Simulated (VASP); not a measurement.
**C: single point with PBE**

The system is C.

```
CELL_PARAMETERS angstrom
2.49716 0.00000 0.00000
-1.24858 2.16261 0.00000
0.00000 0.00000 8.23576
ATOMIC_POSITIONS crystal
C 0.00000 0.00000 0.09297
C 0.00000 0.00000 0.59297
C 0.00000 0.00000 0.40703
C 0.00000 0.00000 0.90703
C 0.33333 0.66667 0.15553
C 0.66667 0.33333 0.65553
C 0.33333 0.66667 0.34447
C 0.66667 0.33333 0.84447
```

| Quantity | Value |
| --- | --- |
| Program | VASP 6.6.1 |
| Task | single point |
| Functional | PBE |
| Potentials or basis | VASP PAW PBE potentials, release 64 (C) |
| Cutoff | 520 eV |
| k mesh | 12 × 12 × 4 |
| Occupations | gaussian, width 0.05 eV |
| Spin | no spin polarisation |
| Dipole correction | no |
| Further INCAR settings | ALGO = Normal; EDIFF = 1e-06; NBANDS = 26 |

```yaml
Pressure: 12.1 GPa
Largest_force: 0.025 eV/Å
Band_gap_on_the_k_mesh: 4.59 eV, indirect (least direct gap 5.35 eV)
```

Forces in eV/Å, atoms in the order of the input:
```
C    0.000  0.000 -0.011
C    0.000  0.000 -0.011
C    0.000  0.000  0.011
C    0.000  0.000  0.011
C    0.000  0.000  0.025
C    0.000  0.000  0.025
C    0.000  0.000 -0.025
C    0.000  0.000 -0.025
```

Levels at points of the mesh, in eV from the valence-band top:
| k point | band 12 | band 13 | band 14 | band 15 | band 16 | band 17 | band 18 | band 19 | band 20 | band 21 |
| --- | --- | --- | --- | --- | --- | --- | --- | --- | --- | --- |
| (0.00, 0.00, 0.00) | -1.76 | -1.76 | -0.23 | 0.00 | 0.00 | 5.35 | 5.35 | 5.53 | 7.19 | 7.19 |
| (0.50, 0.00, 0.00) | -5.12 | -5.03 | -4.76 | -3.75 | -3.02 | 4.66 | 5.65 | 6.05 | 6.08 | 6.78 |
| (0.00, 0.00, 0.50) | -2.67 | -0.66 | -0.66 | -0.66 | -0.66 | 6.13 | 6.13 | 6.13 | 6.13 | 6.80 |
| (0.50, 0.00, 0.50) | -6.12 | -4.82 | -4.82 | -3.73 | -3.73 | 5.00 | 5.00 | 7.06 | 7.06 | 7.66 |

Run time: 48 s on 1 thread of Intel(R) Xeon(R) Platinum 8259CL CPU @ 2.50GHz (Skylake/Cascade Lake), on a shared host, peak memory 0.18 GiB.

A k mesh can miss the band edges.
